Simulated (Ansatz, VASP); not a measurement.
**One calculation of InP, two programs**

```
In P
1.0
     0.00000    2.88323    3.02739
     2.88323    0.00000    3.02739
     2.88323    2.88323    0.00000
In P
1 1
Direct
  0.00000 0.00000 0.00000
  0.75000 0.75000 0.75000
```

Alike in both runs: task single point; functional r2SCAN; k mesh 10 × 10 × 10; occupations gaussian, width 0.05 eV; no spin polarisation.

|  | VASP | Ansatz |
| --- | --- | --- |
| version | VASP 6.6.1 | Ansatz 0.2.0 |
| potentials or method | VASP PAW PBE potentials, release 64 (In_d, P), cutoff 520 eV | scalar-relativistic, plane waves, PAW |
| valence electrons in the cell | 18 | 18 |

|  | VASP | Ansatz | Ansatz less VASP |
| --- | --- | --- | --- |
| gap on the k mesh at the Fermi level (eV) | 1.07 | 1.07 | -0.004 |
| least direct gap on the mesh (eV) | 1.07 | 1.07 | -0.004 |
| pressure (GPa) | 1.5 | 1.6 | +0.11 |
| traceless stress, the component that is largest in VASP (GPa) | -1.59 | -1.58 | +0.014 |

VASP's potentials were made for PBE, not for r2SCAN. The functional is the same, so the differences come from potentials, cutoffs and numerics.
